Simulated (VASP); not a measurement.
# TlH2 (I4/mmm) in VASP: a series of runs

The runs below take TlH2 through single point, relaxation of cell and atoms, with PBE.

All numbers are computed with VASP 6.6.1; they aren't measurements. Logs are shortened: lines on timing, memory, paths and dates and some standing lists are left out, and cuts for length are marked.

## (1) The cell of the first run

Symmetry: I4/mmm, No. 139, tetragonal system. The conventional cell has a = 3.755 Å, b = 3.755 Å, c = 6.159 Å, α = 90.00°, β = 90.00°, γ = 90.00°. Tl (site symmetry 4/mmm) has 10 H at 2.51 to 2.72 Å within 3.3 Å. Within 1.5 Å of H (site symmetry 4mm) lie 1 H at 1.15 Å.

## (2) Single point, PBE

The input, INCAR:

```
SYSTEM = TlH2
ALGO = Normal
EDIFF = 1E-6
ENCUT = 520
GGA = PE
ISIF = 2
ISMEAR = 0
LASPH = .True.
LCHARG = .False.
LREAL = .False.
LWAVE = .False.
NBANDS = 14
NELM = 60
PREC = Accurate
SIGMA = 0.1
```

The input, KPOINTS:

```
k-points
0
Gamma
  6 6 6
  0 0 0
```

The input, POSCAR:

```
TlH2
1.0
   -1.8775428554      1.8775428554      3.0793633464
    1.8775428554     -1.8775428554      3.0793633464
    1.8775428554      1.8775428554     -3.0793633464
Tl H
1 2
Direct
    0.0000000000      0.0000000000      0.0000000000
    0.5930000000      0.5930000000      0.0000000000
    0.4070000000      0.4070000000      0.0000000000
```

Potentials or basis: VASP PAW PBE potentials, release 64 (Tl_d, H).

Command:

```bash
cat potpaw_PBE.64/Tl_d/POTCAR potpaw_PBE.64/H/POTCAR > POTCAR
mpirun -np 1 vasp_std > vasp.out
```

OUTCAR:

```text
SYSTEM = TlH2
   EDIFF = 1E-6
   ENCUT = 520
   GGA = PE
   ISIF = 2
   ISMEAR = 0
   LASPH = .True.
   LREAL = .False.
   NELM = 60
   PREC = Accurate

 ion  position               nearest neighbor table
   1  0.000  0.000  0.000-   2 2.51   3 2.51
   2  0.593  0.593  0.000-   1 2.51
   3  0.407  0.407  0.000-   1 2.51

  LATTYP: Found a body centered tetragonal cell.
 ALAT       =     3.7550857108
 C/A-ratio  =     1.6401028278

  Lattice vectors:

 A1 = (  -1.8775428554,   1.8775428554,   3.0793633464)
 A2 = (   1.8775428554,  -1.8775428554,   3.0793633464)
 A3 = (   1.8775428554,   1.8775428554,  -3.0793633464)

Analysis of symmetry for initial positions (statically):
=====================================================================
 Subroutine PRICEL returns:
 Original cell was already a primitive cell.

 Routine SETGRP: Setting up the symmetry group for a
 body centered tetragonal supercell.

 Subroutine GETGRP returns: Found 16 space group operations
 (whereof 16 operations were pure point group operations)
 out of a pool of 16 trial point group operations.

The static configuration has the point symmetry D_4h.

Analysis of symmetry for dynamics (positions and initial velocities):
=====================================================================
 Subroutine PRICEL returns:
 Original cell was already a primitive cell.

 Routine SETGRP: Setting up the symmetry group for a
 body centered tetragonal supercell.

 Subroutine GETGRP returns: Found 16 space group operations
 (whereof 16 operations were pure point group operations)
 out of a pool of 16 trial point group operations.

The dynamic configuration has the point symmetry D_4h.

 Subroutine INISYM returns: Found 16 space group operations
 (whereof 16 operations are pure point group operations),
 and found     1 'primitive' translations

----------------------------------------------------------------------------------------

                                     Primitive cell

  volume of cell :      43.4211

  direct lattice vectors                    reciprocal lattice vectors
    -1.877542855  1.877542855  3.079363346     0.000000000  0.266305506  0.162371225
     1.877542855 -1.877542855  3.079363346     0.266305506  0.000000000  0.162371225
     1.877542855  1.877542855 -3.079363346     0.266305506  0.266305506  0.000000000

  length of vectors
     4.066056193  4.066056193  4.066056193     0.311902288  0.311902288  0.376612858

  position of ions in fractional coordinates (direct lattice)
     0.000000000  0.000000000  0.000000000
     0.593000000  0.593000000  0.000000000
     0.407000000  0.407000000  0.000000000

  ion indices of the primitive-cell ions
   primitive index   ion index
                 1           1
                 2           2
                 3           3

----------------------------------------------------------------------------------------

 KPOINTS: k-points

Automatic generation of k-mesh.
 Grid dimensions read from file:
 generate k-points for:    6    6    6

 Generating k-lattice:

  Cartesian coordinates                     Fractional coordinates (reciprocal lattice)
     0.000000000  0.044384251  0.027061871     0.166666667  0.000000000 -0.000000000
     0.044384251  0.000000000  0.027061871     0.000000000  0.166666667 -0.000000000
     0.044384251  0.044384251  0.000000000     0.000000000  0.000000000  0.166666667

  Length of vectors
     0.051983715  0.051983715  0.062768810

  Shift w.r.t. Gamma in fractional coordinates (k-lattice)
     0.000000000  0.000000000  0.000000000

 Subroutine IBZKPT returns following result:
 ===========================================

 Found     30 irreducible k-points:

 Following reciprocal coordinates:
            Coordinates               Weight
  0.000000  0.000000  0.000000      1.000000
  0.166667  0.000000  0.000000      8.000000
  0.333333  0.000000  0.000000      8.000000
  0.500000  0.000000  0.000000      4.000000
  0.166667  0.166667  0.000000      8.000000
  0.333333  0.166667  0.000000     16.000000
[... 16 lines left out ...]
 -0.333333 -0.333333  0.166667      8.000000
 -0.166667 -0.333333  0.166667      8.000000
 [... further k-points ...]
   k-points           NKPTS =     30   k-points in BZ     NKDIM =     30   number of bands    NBANDS=     14
   number of dos      NEDOS =    301   number of ions     NIONS =      3
   total plane-waves  NPLWV =  27000
   dimension x,y,z NGX =    30 NGY =   30 NGZ =   30
   dimension x,y,z NGXF=    60 NGYF=   60 NGZF=   60
   ions per type =               1   2
   NGX,Y,Z   is equivalent  to a cutoff of  12.27, 12.27, 12.27 a.u.
   NGXF,Y,Z  is equivalent  to a cutoff of  24.53, 24.53, 24.53 a.u.
 SYSTEM =  TlH2
   PREC   = accura    normal or accurate (medium, high low for compatibility)
   ISTART =      0    job   : 0-new  1-cont  2-samecut
   ICHARG =      2    charge: 1-file 2-atom 10-const
   ISPIN  =      1    spin polarized calculation?
   LNONCOLLINEAR =      F non collinear calculations
   LSORBIT =      F    spin-orbit coupling
   LASPH  =      T    aspherical Exc in radial PAW
   ENCUT  =  520.0 eV  38.22 Ry    6.18 a.u.   7.56  7.56  7.56*2*pi/ulx,y,z
   NELM   =     60;   NELMIN=  2; NELMDL= -5     # of ELM steps
   EDIFF  = 0.1E-05   stopping-criterion for ELM
   LREAL  =      F    real-space projection
[... 7 lines left out ...]
   TEBEG  =    0.0;   TEEND  =   0.0 temperature during run
   PSTRESS=    0.0 pullay stress
   NELECT =      15.0000    total number of electrons
   NUPDOWN=      -1.0000    fix difference up-down
   EMIN   =  10.00;   EMAX   =-10.00  energy-range for DOS
   EFERMI =   0.00;   METHOD = LEGACY
   ISMEAR =     0;   SIGMA  =   0.10  broadening in eV -4-tet -1-fermi 0-gaus
   EFERMI_NEDOS =   21; number of points for ismear=-14 and -15
   IALGO  =     38    algorithm
   IMIX   =      4    mixing-type and parameters
     AMIX     =   0.40;   BMIX     =  1.00
     AMIX_MAG =   1.60;   BMIX_MAG =  1.00
  volume/ion in A,a.u.               =      14.47        97.67
  Fermi-wavevector in a.u.,A,eV,Ry     =   1.148696  2.170720 17.952915  1.319502
  Thomas-Fermi vector in A             =   2.285369
   LORBIT       =      0    0 simple, 1 ext, 2 COOP (PROOUT), +10 PAW based schemes
   GGA     = PE    functional components
   LHFCALC =     F    Hartree Fock is set to
   AEXX    =    0.0000 exact exchange contribution
   IVDW    =     0    specifies the selected vdW correction
   LEPSILON=     F    determine dielectric tensor
   LRPA    =     F    only Hartree local field effects (RPA)
 non-spin polarized calculation
 Gauss-broadening in eV      SIGMA  =   0.10
  energy-cutoff  :      520.00
  volume of cell :       43.42
 maximum number of plane-waves:      1184
   NGX = 15   NGY = 15   NGZ = 15

 number of electron      15.0000002 magnetization

 Free energy of the ion-electron system (eV)
  ---------------------------------------------------
  ext. energy  EPLUGINS =         0.00000000
  ---------------------------------------------------
  free energy    TOTEN  =        -7.48575953 eV

  energy without entropy =       -7.48442739  energy(sigma->0) =       -7.48509346

 E-fermi :   4.3594     XC(G=0):  -9.2429

 val. band max:        4.0358781935   @ k =   0.5000   0.5000   0.0000
 cond. band min:       4.4697500318   @ k =   0.5000   0.3333   0.0000
 fundamental gap:      0.4338718383
 Fermi energy:         4.3594096701

 k-point     1 :       0.0000    0.0000    0.0000
  band No.  band energies     occupation
      1      -7.5307      2.00000
      2      -7.3775      2.00000
      3      -7.3501      2.00000
      4      -7.3501      2.00000
      5      -7.3053      2.00000
      6      -6.0411      2.00000
      7       2.9376      2.00000
      8       6.6158      0.00000
      9       9.9974      0.00000
     10       9.9974      0.00000
     11      10.8614      0.00000
     12      13.8125      0.00000
     13      14.6824      0.00000
     14      14.6824      0.00000

 k-point     2 :       0.1667    0.0000    0.0000
  band No.  band energies     occupation
      1      -7.5027      2.00000
      2      -7.3821      2.00000
      3      -7.3416      2.00000
      4      -7.3405      2.00000
      5      -7.3125      2.00000
      6      -5.6427      2.00000
      7       2.0227      2.00000
      8       6.6825      0.00000
      9       8.8730      0.00000
     10       9.7821      0.00000
     11       9.9895      0.00000
     12      13.1776      0.00000
     13      15.3755      0.00000
     14      15.5048      0.00000

 k-point     3 :       0.3333    0.0000    0.0000
  band No.  band energies     occupation
      1      -7.4819      2.00000
      2      -7.4266      2.00000
      3      -7.3786      2.00000
      4      -7.2690      2.00000
      5      -7.2631      2.00000
      6      -4.4613      2.00000
      7      -0.0745      2.00000
      8       6.6737      0.00000
      9       7.2823      0.00000
     10       8.7459      0.00000
     11      10.0809      0.00000
     12      13.1252      0.00000
     13      14.1445      0.00000
     14      15.6074      0.00000
[... 324 lines left out ...]
 k-point    23 :      -0.3333   -0.3333    0.1667
  band No.  band energies     occupation
      1      -7.5120      2.00000
      2      -7.4928      2.00000
      3      -7.3329      2.00000
      4      -7.2869      2.00000
      5      -7.2527      2.00000
      6      -3.7302      2.00000
      7       0.1576      2.00000
      8       3.3667      2.00000
      9       5.8676      0.00000
     10       9.2322      0.00000
     11      11.3964      0.00000
     12      14.2837      0.00000
     13      14.7305      0.00000
     14      17.3521      0.00000

 k-point    24 :      -0.1667   -0.3333    0.1667
  band No.  band energies     occupation
      1      -7.5343      2.00000
      2      -7.4625      2.00000
      3      -7.3244      2.00000
      4      -7.3013      2.00000
      5      -7.2588      2.00000
      6      -4.7427      2.00000
      7       0.9072      2.00000
      8       4.9326      0.00000
      9       7.8134      0.00000
     10       8.5394      0.00000
     11       9.9497      0.00000
     12      13.5973      0.00000
     13      16.0965      0.00000
     14      16.8588      0.00000

 [... further k-points ...]
[... 5 lines left out ...]
  --------------------------------------------------------------------------------------
  -------------------------------------------------------------------------------------
  Total        0.8674580      0.8674580     -2.9656415      0.0000000      0.0000000      0.0000000
  in kB       32.0079909     32.0079909   -109.4280334      0.0000000      0.0000000      0.0000000
  external PRESSURE =     -15.1373505 kB  Pullay stress =       0.0000000 kB

 VOLUME and BASIS-vectors are now :
 -----------------------------------------------------------------------------
  energy-cutoff  :      520.00
  volume of cell :       43.42
      direct lattice vectors                 reciprocal lattice vectors
    -1.877542855  1.877542855  3.079363346     0.000000000  0.266305506  0.162371225
     1.877542855 -1.877542855  3.079363346     0.266305506  0.000000000  0.162371225
     1.877542855  1.877542855 -3.079363346     0.266305506  0.266305506  0.000000000

 POSITION                                       TOTAL-FORCE (eV/Angst)
 -----------------------------------------------------------------------------------
      0.00000      0.00000      0.00000         0.000000      0.000000     -0.000000
      0.00000      0.00000      3.65212         0.000000      0.000000     -2.090690
      0.00000      0.00000      2.50660        -0.000000     -0.000000      2.090690
 -----------------------------------------------------------------------------------
    total drift:                                0.000000      0.000000      0.000000

  FREE ENERGIE OF THE ION-ELECTRON SYSTEM (eV)
  ---------------------------------------------------
  free  energy   TOTEN  =        -7.4857595345 eV

  energy  without entropy=       -7.4844273894  energy(sigma->0) =       -7.48509346
```

It took 29 s on 1 thread of Oxide Virtual Turin-like, shared host; peak memory 0.14 GiB.

Results:

```yaml
Free_energy: -7.4858 eV
Pressure: -1.5 GPa
Largest_force: 2.091 eV/Å
Band_gap_on_the_k_mesh: zero (an odd number of electrons rules out a gap without spin polarisation)
```

Forces on the atoms (eV/Å):
```
Tl   0.000  0.000  0.000
H    0.000  0.000 -2.091
H    0.000  0.000  2.091
```

Caveat: the stress differs along the axes, from -11 to 3 GPa; spin-orbit coupling is left out, which moves the levels of the heavy elements; an odd number of electrons without spin polarisation forces a metal; a magnetic or distorted state may lie lower.

## (3) Single point, PBE

This run uses another cell than the first one, of 17.19 Å³/atom.

The input, INCAR:

```
SYSTEM = TlH2
PREC     = Accurate       ! precision mode
ENCUT    = 520            ! plane-wave cutoff, eV
EDIFF    = 1E-6           ! SCF threshold, eV
ISMEAR   = 0              ! smearing method
SIGMA    = 0.1            ! smearing width, eV
LREAL    = .FALSE.        ! projectors in reciprocal space
LASPH    = .TRUE.         ! aspherical terms in the spheres
NELM     = 60             ! most SCF steps
ALGO     = Fast           ! electronic algorithm
ISIF     = 2              ! what is computed and relaxed
LWAVE    = .FALSE.        ! write WAVECAR
LCHARG   = .FALSE.        ! write CHGCAR
GGA      = PE             ! functional
NBANDS   = 14             ! bands
```

The input, KPOINTS:

```
Automatic mesh
0
G
  6 6 6
  0 0 0
```

The input, POSCAR:

```
TlH2
1.0
   -2.0102580236      2.0102580236      3.1899965721
    2.0102580236     -2.0102580236      3.1899965721
    2.0102580236      2.0102580236     -3.1899965721
Tl H
1 2
Direct
    0.0000000000      0.0000000000      0.0000000000
    0.5619304568      0.5619304568      0.0000000000
    0.4380695432      0.4380695432      0.0000000000
```

Potentials or basis: VASP PAW PBE potentials, release 64 (Tl_d, H).

Command:

```bash
cat potpaw_PBE.64/Tl_d/POTCAR potpaw_PBE.64/H/POTCAR > POTCAR
mpirun -np 1 vasp_std > vasp.out
```

OUTCAR:

```text
SYSTEM = TlH2
   PREC = Accurate
   ENCUT = 520
   EDIFF = 1E-6
   ISMEAR = 0
   LREAL = .FALSE.
   LASPH = .TRUE.
   NELM = 60
   ISIF = 2
   GGA = PE

 ion  position               nearest neighbor table
   1  0.000  0.000  0.000-
   2  0.562  0.562  0.000-   3 0.79
   3  0.438  0.438  0.000-   2 0.79

  LATTYP: Found a body centered tetragonal cell.
 ALAT       =     4.0205160472
 C/A-ratio  =     1.5868592661

  Lattice vectors:

[... 590 lines left out ...]
     10       6.7132      0.00000
     11       9.4994      0.00000
     12      11.3590      0.00000
     13      13.3590      0.00000
     14      14.1837      0.00000

 [... further k-points ...]
[... 5 lines left out ...]
  --------------------------------------------------------------------------------------
  -------------------------------------------------------------------------------------
  Total       -0.0025344     -0.0025344     -0.0104344      0.0000000     -0.0000000      0.0000000
  in kB       -0.0787457     -0.0787457     -0.3242099      0.0000000     -0.0000000      0.0000000
  external PRESSURE =      -0.1605671 kB  Pullay stress =       0.0000000 kB

 VOLUME and BASIS-vectors are now :
 -----------------------------------------------------------------------------
  energy-cutoff  :      520.00
  volume of cell :       51.56
      direct lattice vectors                 reciprocal lattice vectors
    -2.010258024  2.010258024  3.189996572     0.000000000  0.248724290  0.156739980
     2.010258024 -2.010258024  3.189996572     0.248724290  0.000000000  0.156739980
     2.010258024  2.010258024 -3.189996572     0.248724290  0.248724290  0.000000000

 POSITION                                       TOTAL-FORCE (eV/Angst)
 -----------------------------------------------------------------------------------
      0.00000      0.00000      0.00000         0.000000      0.000000     -0.000000
      0.00000      0.00000      3.58511         0.000000      0.000000     -0.008849
      0.00000      0.00000      2.79488        -0.000000     -0.000000      0.008849
 -----------------------------------------------------------------------------------
    total drift:                                0.000000     -0.000000     -0.000000

  FREE ENERGIE OF THE ION-ELECTRON SYSTEM (eV)
  ---------------------------------------------------
  free  energy   TOTEN  =        -8.1548795580 eV

  energy  without entropy=       -8.1500382547  energy(sigma->0) =       -8.15245891
```

OSZICAR:

```text
N       E                     dE             d eps       ncg     rms          rms(c)
DAV:   1     0.529649558572E+02    0.52965E+02   -0.70542E+03   856   0.889E+02
DAV:   2    -0.776979540858E+01   -0.60735E+02   -0.58821E+02   978   0.199E+02
DAV:   3    -0.875744239850E+01   -0.98765E+00   -0.98631E+00  1044   0.231E+01
DAV:   4    -0.876249700654E+01   -0.50546E-02   -0.50543E-02   972   0.191E+00
DAV:   5    -0.876258128153E+01   -0.84275E-04   -0.84275E-04  1062   0.246E-01    0.412E+00
RMM:   6    -0.831066849853E+01    0.45191E+00   -0.17184E-01   847   0.188E+00    0.223E+00
RMM:   7    -0.815529492776E+01    0.15537E+00   -0.23565E-01  1026   0.192E+00    0.421E-01
RMM:   8    -0.815468892950E+01    0.60600E-03   -0.12471E-02   901   0.771E-01    0.129E-01
RMM:   9    -0.815493107701E+01   -0.24215E-03   -0.21471E-03   960   0.281E-01    0.571E-02
RMM:  10    -0.815487356481E+01    0.57512E-04   -0.26926E-04   929   0.101E-01    0.943E-03
RMM:  11    -0.815488057135E+01   -0.70065E-05   -0.41102E-05   951   0.442E-02    0.781E-03
RMM:  12    -0.815487967658E+01    0.89476E-06   -0.10807E-05   801   0.178E-02    0.235E-03
RMM:  13    -0.815487955796E+01    0.11862E-06   -0.15352E-06   753   0.773E-03
   1 F= -.81548796E+01 E0= -.81524589E+01  d E =-.484130E-02
```

It took 20 s on 1 thread of Oxide Virtual Turin-like, shared host; peak memory 0.15 GiB.

What came out:

- Free energy: -8.1549 eV
- Pressure: 0.0 GPa
- Largest force: 0.009 eV/Å
- Band gap on the k mesh: zero (an odd number of electrons rules out a gap without spin polarisation)

Forces in eV/Å, atoms in the order of the input:
```
Tl   0.000  0.000  0.000
H    0.000  0.000 -0.009
H    0.000  0.000  0.009
```

Caveat: spin-orbit coupling is left out, which moves the levels of the heavy elements; an odd number of electrons without spin polarisation forces a metal; a magnetic or distorted state may lie lower.

(Continued in part 2 of 2.)

The gap in the log of VASP goes by the Fermi energy; the results here count the filled bands.